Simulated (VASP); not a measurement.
Set up this calculation in VASP 6.6.1, as the native input.

```yaml
Task: single point
Functional: LDA
Potentials_or_basis: VASP PAW LDA potentials, release 64 (Ta_sv_GW, N)
Cutoff: 600 eV
k_mesh: 9 × 9 × 8
Occupations: fermi-dirac, width 0.02 eV
Spin: no spin polarisation
Dipole_correction: no
Second_run: valence_matched
Further_INCAR_settings: ALGO = Normal; EDIFF = 1e-06; NBANDS = 16
```

The structure of TaN lies in POSCAR:

```
TaN
1.0
    2.9380000000      0.0000000000      0.0000000000
   -1.4690000000      2.5443826363      0.0000000000
    0.0000000000      0.0000000000      2.8830000000
Ta N
1 1
Direct
    0.3199620576      0.6580713020      0.4567466505
   -0.0133702443     -0.0085968053     -0.0432514805
```

These files were run (other wordings do the same):

INCAR

```
  PREC = Accurate
  ENCUT = 600
  EDIFF = 1E-6
  ISMEAR = -1
  SIGMA = 0.02
  LREAL = False
  LASPH = True
  NELM = 120
  ALGO = Normal
  ISIF = 2
  LWAVE = False
  LCHARG = True
  LELF = True
  LVHAR = True
  NBANDS = 16
  GGA_COMPAT = False
```

KPOINTS

```
regular mesh
0
Gamma
  9 9 8
```

Potentials or basis: VASP PAW LDA potentials, release 64 (Ta_sv_GW, N).

The run is started by

```sh
$ cat potpaw_LDA.64/Ta_sv_GW/POTCAR potpaw_LDA.64/N/POTCAR > POTCAR
$ mpirun -np 1 vasp_std > vasp.out
```

It gave:

```yaml
Pressure: -10.5 GPa
Band_gap_on_the_k_mesh: zero (band 9 reaches 12.27 eV, above the bottom of band 10 at 12.02 eV)
```

Caveat: spin-orbit coupling is left out, which moves the levels of the heavy elements.

It used 50 s of CPU time on 1 thread of AMD EPYC 7R13 Processor (Zen 3) (shared host).
